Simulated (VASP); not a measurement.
# ZrTiSe4 in VASP: further runs

The runs below take ZrTiSe4 through single point, with PBE.

Everything below comes from runs of VASP 6.6.1. Logs are shortened: lines on timing, memory, paths and dates and some standing lists are left out, and cuts for length are marked.

### Step 1. The cell of the first run

The cell holds an amorphous packing of atoms, 6 atoms: a = 4.724 Å, b = 5.020 Å, c = 6.069 Å, α = 98.86°, β = 100.95°, γ = 87.52°.

### Step 2. Single point, PBE

INCAR reads:

```
PREC     = Accurate       # precision mode
ENCUT    = 520            # plane-wave cutoff, eV
EDIFF    = 1E-7           # SCF threshold, eV
ISMEAR   = -1             # smearing method
SIGMA    = 0.1            # smearing width, eV
LREAL    = False          # projectors in reciprocal space
LASPH    = True           # aspherical terms in the spheres
NELM     = 60             # most SCF steps
ALGO     = Normal         # electronic algorithm
ISIF     = 2              # what is computed and relaxed
LWAVE    = False          # write WAVECAR
LCHARG   = True           # write CHGCAR
GGA      = PE             # functional
LELF     = True           # ELF
LVHAR    = True         
NBANDS   = 33             # bands
```

KPOINTS reads:

```
regular mesh
0
Gamma
  4 4 3
```

POSCAR reads:

```
ZrTiSe4
1.0
    4.5909720000      0.2464000000     -1.0871250000
   -0.1669250000      4.9907540000     -0.5176570000
    0.2641890000     -0.3037800000      6.0555890000
Se Ti Zr
4 1 1
Direct
    0.1246500000      0.9484720000      0.6086030000
    0.6795780000      0.7197800000      0.3248300000
    0.0565570000      0.4599310000      0.6308910000
    0.9181340000      0.7872800000      0.9770060000
    0.6217690000      0.2589170000      0.8137730000
    0.2150540000      0.3073270000      0.1842370000
```

Potentials or basis: VASP PAW PBE potentials, release 64 (Se, Ti_sv, Zr_sv).

Started as:

```bash
$ cat potpaw_PBE.64/Se/POTCAR potpaw_PBE.64/Ti_sv/POTCAR potpaw_PBE.64/Zr_sv/POTCAR > POTCAR
$ mpirun -np 1 vasp_std > vasp.out
```

OUTCAR:

```text
PREC = Accurate
   ENCUT = 520
   EDIFF = 1E-7
   ISMEAR = -1
   LREAL = False
   LASPH = True
   NELM = 60
   ISIF = 2
   GGA = PE

 ion  position               nearest neighbor table
   1  0.125  0.948  0.609-   3 2.51   3 2.56   2 2.63   5 2.85
   2  0.680  0.720  0.325-   1 2.63   4 2.65   3 2.76   6 2.99
   3  0.057  0.460  0.631-   1 2.51   1 2.56   4 2.63   2 2.76   5 2.80   6 2.93
   4  0.918  0.787  0.977-   3 2.63   2 2.65   6 3.00   6 3.05
   5  0.622  0.259  0.814-   3 2.80   1 2.85   6 3.20   6 3.24
   6  0.215  0.307  0.184-   3 2.93   2 2.99   4 3.00   4 3.05   5 3.20   5 3.24

  LATTYP: Found a triclinic cell.
 ALAT       =     4.7243600234
 B/A-ratio  =     1.4273260118
 C/A-ratio  =     1.2846092885
 COS(alpha) =     0.0183324348
 COS(beta)  =     0.1899121546
 COS(gamma) =     0.6684005489

  Lattice vectors:

 A1 = (   4.5909720000,   0.2464000000,  -1.0871250000)
 A2 = (   4.7578970000,  -4.7443540000,  -0.5694680000)
 A3 = (  -0.2641890000,   0.3037800000,  -6.0555890000)

Analysis of symmetry for initial positions (statically):
=====================================================================
 Subroutine PRICEL returns:
 Original cell was already a primitive cell.

 Routine SETGRP: Setting up the symmetry group for a
 triclinic supercell.

 Subroutine GETGRP returns: Found  1 space group operations
 (whereof  1 operations were pure point group operations)
 out of a pool of  2 trial point group operations.

The static configuration has the point symmetry C_1 .

Analysis of symmetry for dynamics (positions and initial velocities):
=====================================================================
 Subroutine PRICEL returns:
 Original cell was already a primitive cell.

 Routine SETGRP: Setting up the symmetry group for a
 triclinic supercell.

 Subroutine GETGRP returns: Found  1 space group operations
 (whereof  1 operations were pure point group operations)
 out of a pool of  2 trial point group operations.

The dynamic configuration has the point symmetry C_1 .

 Subroutine INISYM returns: Found  1 space group operations
 (whereof  1 operations are pure point group operations),
 and found     1 'primitive' translations

[... 94 lines left out ...]
   ISTART =      0    job   : 0-new  1-cont  2-samecut
   ICHARG =      2    charge: 1-file 2-atom 10-const
   ISPIN  =      1    spin polarized calculation?
   LNONCOLLINEAR =      F non collinear calculations
   LSORBIT =      F    spin-orbit coupling
   LASPH  =      T    aspherical Exc in radial PAW
   ENCUT  =  520.0 eV  38.22 Ry    6.18 a.u.   8.78  9.33 11.28*2*pi/ulx,y,z
   NELM   =     60;   NELMIN=  2; NELMDL= -5     # of ELM steps
   EDIFF  = 0.1E-06   stopping-criterion for ELM
   LREAL  =      F    real-space projection
   EDIFFG = 0.1E-05   stopping-criterion for IOM
   NSW    =      0    number of steps for IOM
   IBRION =     -1    ionic relax: 0-MD 1-quasi-New 2-CG
   NFREE  =      0    steps in history (QN), initial steepest desc. (CG)
   ISIF   =      2    stress and relaxation
   ISYM   =      2    0-nonsym 1-usesym 2-fastsym
   POTIM  = 0.5000    time-step for ionic-motion
   TEBEG  =    0.0;   TEEND  =   0.0 temperature during run
   PSTRESS=    0.0 pullay stress
   NELECT =      48.0000    total number of electrons
   NUPDOWN=      -1.0000    fix difference up-down
   EMIN   =  10.00;   EMAX   =-10.00  energy-range for DOS
   EFERMI =   0.00;   METHOD = LEGACY
   ISMEAR =    -1;   SIGMA  =   0.10  broadening in eV -4-tet -1-fermi 0-gaus
   EFERMI_NEDOS =   21; number of points for ismear=-14 and -15
   IALGO  =     38    algorithm
   IMIX   =      4    mixing-type and parameters
     AMIX     =   0.40;   BMIX     =  1.00
     AMIX_MAG =   1.60;   BMIX_MAG =  1.00
  volume/ion in A,a.u.               =      23.27       157.03
  Fermi-wavevector in a.u.,A,eV,Ry     =   1.146849  2.167230 17.895232  1.315262
  Thomas-Fermi vector in A             =   2.283531
   LORBIT       =      0    0 simple, 1 ext, 2 COOP (PROOUT), +10 PAW based schemes
   GGA     = PE    functional components
   LHFCALC =     F    Hartree Fock is set to
   AEXX    =    0.0000 exact exchange contribution
   IVDW    =     0    specifies the selected vdW correction
   LEPSILON=     F    determine dielectric tensor
   LRPA    =     F    only Hartree local field effects (RPA)
 non-spin polarized calculation
  energy-cutoff  :      520.00
  volume of cell :      139.62
 maximum number of plane-waves:      3769
   NGX = 17   NGY = 19   NGZ = 23

 number of electron      48.0000001 magnetization

 Free energy of the ion-electron system (eV)
  ---------------------------------------------------
  ext. energy  EPLUGINS =         0.00000000
  ---------------------------------------------------
  free energy    TOTEN  =       -29.52494364 eV

  energy without entropy =      -29.32033427  energy(sigma->0) =      -29.42263896

 E-fermi :   5.9190     XC(G=0):  -9.9818

 val. band max:        5.9164415509   @ k =   0.0000   0.5000   0.3333
 cond. band min:       5.9272058599   @ k =  -0.2500  -0.2500   0.3333
 fundamental gap:      0.0107643090
 Fermi energy:         5.9189660048

 k-point     1 :       0.0000    0.0000    0.0000
  band No.  band energies     occupation
      1     -51.7064      2.00000
      2     -44.1335      2.00000
      3     -28.0854      2.00000
      4     -27.9746      2.00000
      5     -27.8301      2.00000
      6     -22.2431      2.00000
[... 853 lines left out ...]
     32       7.8229      0.00000
     33       8.3948      0.00000

 [... further k-points ...]
[... 5 lines left out ...]
  --------------------------------------------------------------------------------------
  -------------------------------------------------------------------------------------
  Total       -4.2851571      0.4263126      0.9086914     -0.4373942      0.4550241      0.6776892
  in kB      -49.1734017      4.8920593     10.4274929     -5.0192229      5.2215309      7.7766766
  external PRESSURE =     -11.2846165 kB  Pullay stress =       0.0000000 kB

 VOLUME and BASIS-vectors are now :
 -----------------------------------------------------------------------------
  energy-cutoff  :      520.00
  volume of cell :      139.62
      direct lattice vectors                 reciprocal lattice vectors
     4.590972000  0.246400000 -1.087125000     0.215332613  0.006260357 -0.009080328
    -0.166925000  4.990754000 -0.517657000    -0.008321528  0.201176635  0.010455117
     0.264189000 -0.303780000  6.055589000     0.037946064  0.018321303  0.164400311

 POSITION                                       TOTAL-FORCE (eV/Angst)
 -----------------------------------------------------------------------------------
      0.57473      4.57942      3.05896         1.966606      1.922695      0.492904
      3.08559      3.66102      0.85565        -2.970651     -1.036993     -1.490167
      0.34955      2.11769      3.52085         2.121524     -1.966460     -0.503439
      4.34183      3.85855      4.51068        -0.930130      1.284289      1.697564
      3.02629      1.19819      4.11790         0.117025     -0.342489     -0.201300
      0.98468      1.53082      0.72278        -0.304374      0.138958      0.004438
 -----------------------------------------------------------------------------------
    total drift:                                0.000145     -0.000351      0.000336

  FREE ENERGIE OF THE ION-ELECTRON SYSTEM (eV)
  ---------------------------------------------------
  free  energy   TOTEN  =       -29.5249436439 eV

  energy  without entropy=      -29.3203342742  energy(sigma->0) =      -29.42263896
```

OSZICAR:

```text
N       E                     dE             d eps       ncg     rms          rms(c)
DAV:   1     0.446147195233E+03    0.44615E+03   -0.21912E+04  1716   0.139E+03
DAV:   2     0.186058212236E+02   -0.42754E+03   -0.40830E+03  1930   0.373E+02
DAV:   3    -0.290065907430E+02   -0.47612E+02   -0.45758E+02  2746   0.107E+02
DAV:   4    -0.327773231850E+02   -0.37707E+01   -0.36978E+01  2640   0.252E+01
DAV:   5    -0.330231507160E+02   -0.24583E+00   -0.24538E+00  2584   0.554E+00    0.151E+01
DAV:   6    -0.388900623410E+02   -0.58669E+01   -0.39732E+01  2550   0.300E+01    0.338E+01
DAV:   7    -0.310537630109E+02    0.78363E+01   -0.52975E+01  2526   0.440E+01    0.963E+00
DAV:   8    -0.300614262806E+02    0.99234E+00   -0.50248E+00  2301   0.808E+00    0.674E+00
DAV:   9    -0.295222826627E+02    0.53914E+00   -0.14771E+00  2420   0.690E+00    0.137E+00
DAV:  10    -0.295247671629E+02   -0.24845E-02   -0.12106E-01  2456   0.166E+00    0.645E-01
DAV:  11    -0.295243561685E+02    0.41099E-03   -0.11015E-02  2584   0.555E-01    0.321E-01
DAV:  12    -0.295249844802E+02   -0.62831E-03   -0.19750E-03  2128   0.262E-01    0.102E-01
DAV:  13    -0.295249376231E+02    0.46857E-04   -0.28148E-04  2672   0.106E-01    0.350E-02
DAV:  14    -0.295249541863E+02   -0.16563E-04   -0.57394E-05  2368   0.413E-02    0.319E-02
DAV:  15    -0.295249436744E+02    0.10512E-04   -0.26888E-05  2472   0.300E-02    0.532E-03
DAV:  16    -0.295249437023E+02   -0.27843E-07   -0.17179E-06  2168   0.671E-03    0.265E-03
DAV:  17    -0.295249436439E+02    0.58381E-07   -0.32392E-07  1992   0.323E-03
   1 F= -.29524944E+02 E0= -.29422639E+02  d E =-.204609E+00
```

stdout:

```text
POSCAR found type information on POSCAR SeTiZr
 POSCAR found :  3 types and       6 ions
 scaLAPACK will be used
 LDA part: xc-table for (Slater+PW92), standard interpolation
 POSCAR, INCAR and KPOINTS ok, starting setup
 FFT: planning ... GRIDC
 FFT: planning ... GRID_SOFT
 FFT: planning ... GRID
 WAVECAR not read
 entering main loop
```

Run time: 2.1 min. Hardware: 1 thread of Intel Xeon Platinum 8259CL at 2.50GHz (Skylake/Cascade Lake), shared host; peak memory 0.32 GiB.

Results:

- Free energy: -29.5249 eV
- Pressure: -1.1 GPa
- Largest force: 3.481 eV/Å
- Band gap on the k mesh: zero (band 24 reaches 5.96 eV, above the bottom of band 25 at 5.85 eV)

Forces on the atoms (eV/Å):
```
Se   1.967  1.923  0.493
Se  -2.971 -1.037 -1.490
Se   2.122 -1.966 -0.503
Se  -0.930  1.284  1.698
Ti   0.117 -0.342 -0.201
Zr  -0.304  0.139  0.004
```

Levels at points of the mesh, in eV from the Fermi level:
```csv
k point,band 22,band 23,band 24,band 25,band 26,band 27
"(0.00, 0.00, 0.00)",-1.09,-0.70,-0.19,0.11,0.58,0.65
"(0.50, 0.00, 0.00)",-0.80,-0.34,-0.19,0.47,0.62,0.90
"(0.00, 0.50, 0.00)",-1.33,-0.61,-0.37,0.18,0.41,0.57
"(0.50, 0.50, 0.00)",-1.00,-0.55,-0.13,0.05,0.35,0.45
```

(Continued in part 2 of 2.)
